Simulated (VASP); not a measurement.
Crystal: ZnAuS3.

```
Zn S Au
1.0
     4.48713    0.00000    0.00000
     0.00000    4.48713    0.00000
     0.00000    0.00000    4.48713
Zn S Au
1 3 1
Direct
  0.50000 0.50000 0.50000
  0.50000 0.00000 0.00000
  0.00000 0.50000 0.00000
  0.00000 0.00000 0.50000
  0.00000 0.00000 0.00000
```

```yaml
Program: VASP 6.6.1
Task: relaxation of cell and atoms
Functional: PBE
Potentials_or_basis: VASP PAW PBE potentials, release 64 (Zn, S, Au)
Cutoff: 600 eV
k_mesh: 4 × 4 × 4
Occupations: gaussian, width 0.1 eV
Spin: no spin polarisation
```

At the start: pressure 23.3 GPa; volume 18.07 Å³/atom.

How do energy, volume and symmetry change on relaxing?

Over 3 steps the energy falls by 253.7 meV/atom and the volume is 22.36 Å³/atom (+23.7 %); space group Pm-3m (No. 221, to 0.05 Å).

The path:
| step | energy change (eV) | largest force (eV/Å) | pressure (GPa) | volume (Å³) |
| --- | --- | --- | --- | --- |
| 1 | 0.0000 | 0.0000 | 23.31 | 90.35 |
| 2 | -0.8567 | 0.0000 | -6.51 | 129.26 |
| 3 | -1.2686 | 0.0000 | 0.00 | 111.78 |

Final structure:
```cif
data_structure
_symmetry_space_group_name_H-M 'P 1'
_symmetry_Int_Tables_number 1
_cell_length_a 4.8171
_cell_length_b 4.8171
_cell_length_c 4.8171
_cell_angle_alpha 90.000
_cell_angle_beta 90.000
_cell_angle_gamma 90.000
_cell_volume 111.78
loop_
_atom_site_label
_atom_site_type_symbol
_atom_site_fract_x
_atom_site_fract_y
_atom_site_fract_z
_atom_site_occupancy
Zn1 Zn 0.50000 0.50000 0.50000 1
S1 S 0.50000 0.00000 0.00000 1
S2 S 0.00000 0.50000 0.00000 1
S3 S 0.00000 0.00000 0.50000 1
Au1 Au 0.00000 0.00000 0.00000 1
```

Caveat: the volume moved by over 15 % at a fixed basis, so the end points are rough.
